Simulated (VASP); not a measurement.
Set up this calculation in VASP 6.6.1, as the native input.

| Item | Value |
| --- | --- |
| Task | single point |
| Functional | PBE |
| Potentials or basis | VASP PAW PBE potentials, release 64 (Ge_d) |
| Cutoff | 520 eV |
| k mesh | 6 × 6 × 4 |
| Occupations | gaussian, width 0.1 eV |
| Spin | no spin polarisation |
| Dipole correction | no |
| Further INCAR settings | ALGO = Normal; EDIFF = 1e-06; NBANDS = 36 |

The structure of Ge lies in POSCAR:

```
Ge
1.0
    3.9569668730      0.0000000032      0.0000000000
   -1.9784834393      3.4268338324      0.0000000000
    0.0000000000      0.0000000000      6.6834215173
Ge
4
Direct
    0.0000000000      0.0000000000      0.8142924038
    0.0000000000      0.0000000000      0.1857075962
    0.3333333333      0.6666666667      0.6593038689
    0.6666666667      0.3333333333      0.3406961311
```

These files were run (other wordings do the same):

INCAR

```
SYSTEM = Ge
PREC     = Accurate       ! precision mode
ENCUT    = 520            ! plane-wave cutoff, eV
EDIFF    = 1E-6           ! SCF threshold, eV
ISMEAR   = 0              ! smearing method
SIGMA    = 0.1            ! smearing width, eV
LREAL    = .FALSE.        ! projectors in reciprocal space
LASPH    = .TRUE.         ! aspherical terms in the spheres
NELM     = 80             ! most SCF steps
ALGO     = Normal         ! electronic algorithm
ISIF     = 2              ! what is computed and relaxed
LWAVE    = .FALSE.        ! write WAVECAR
LCHARG   = .TRUE.         ! write CHGCAR
GGA      = PE             ! functional
LELF     = .TRUE.         ! ELF
LVHAR    = .TRUE.       
NBANDS   = 36             ! bands
```

KPOINTS

```
regular mesh
0
G
  6 6 4
  0 0 0
```

Potentials or basis: VASP PAW PBE potentials, release 64 (Ge_d).

Run with:

```bash
$ cat potpaw_PBE.64/Ge_d/POTCAR > POTCAR
$ mpirun -np 1 vasp_std > vasp.out
```

Results of the run:

```json
{
 "Pressure": "0.0 GPa",
 "Largest force": "0.038 eV/Å",
 "Band gap on the k mesh": "zero (band 28 reaches 4.97 eV, above the bottom of band 29 at 3.35 eV)"
}
```

Run time: 77 s on 1 thread of Intel Xeon 6975P-C, on a shared host, peak memory 0.22 GiB.
